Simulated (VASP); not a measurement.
# Al9O: single point with PBE

The system is Al9O, a slab with vacuum.

```
CELL_PARAMETERS angstrom
2.85432 0.00000 0.00000
-1.42716 9.70333 0.00000
0.00000 0.00000 20.29027
ATOMIC_POSITIONS crystal
Al 0.53245 0.06490 0.19714
Al 0.67097 0.34194 0.24623
Al 0.29867 0.59735 0.25604
Al 0.92638 0.85275 0.26586
Al 0.06397 0.12774 0.31543
Al 0.19959 0.40427 0.37078
Al 0.82885 0.65971 0.37850
Al 0.45264 0.91113 0.38743
Al 0.09471 0.18603 0.45525
O 0.59252 0.18146 0.50003
```

* Program: VASP 6.6.1
* Task: single point
* Functional: PBE
* Potentials or basis: VASP PAW PBE potentials, release 64 (Al, O)
* Cutoff: 520 eV
* k mesh: 9 × 3 × 1
* Occupations: gaussian, width 0.1 eV
* Spin: no spin polarisation
* Dipole correction: yes
* Further INCAR settings: ALGO = Normal; EDIFF = 1e-06; NBANDS = 28

```
Largest force          : 0.476 eV/Å
Band gap on the k mesh : zero (an odd number of electrons rules out a gap without spin polarisation)
```

Forces in eV/Å, atoms in the order of the input:
```
Al  -0.008  0.193 -0.029
Al   0.006  0.112  0.054
Al  -0.002 -0.119  0.024
Al  -0.006 -0.267 -0.129
Al  -0.003  0.156  0.449
Al  -0.006  0.277 -0.364
Al   0.004 -0.136  0.026
Al   0.011  0.007 -0.005
Al   0.011  0.023 -0.034
O   -0.007 -0.245  0.007
```

Levels at points of the mesh, in eV from the Fermi level:
| k point | band 12 | band 13 | band 14 | band 15 | band 16 | band 17 | band 18 | band 19 | band 20 | band 21 |
| --- | --- | --- | --- | --- | --- | --- | --- | --- | --- | --- |
| (0.00, 0.00, 0.00) | -3.41 | -2.87 | -1.90 | -1.78 | -0.97 | -0.81 | 0.00 | 1.98 | 2.08 | 2.71 |

Wall time 3.7 min on 1 thread of Intel(R) Xeon(R) 6975P-C (Granite Rapids), with other jobs on the host, peak memory 0.67 GiB.

Caveat: an odd number of electrons without spin polarisation forces a metal; a magnetic or distorted state may lie lower.
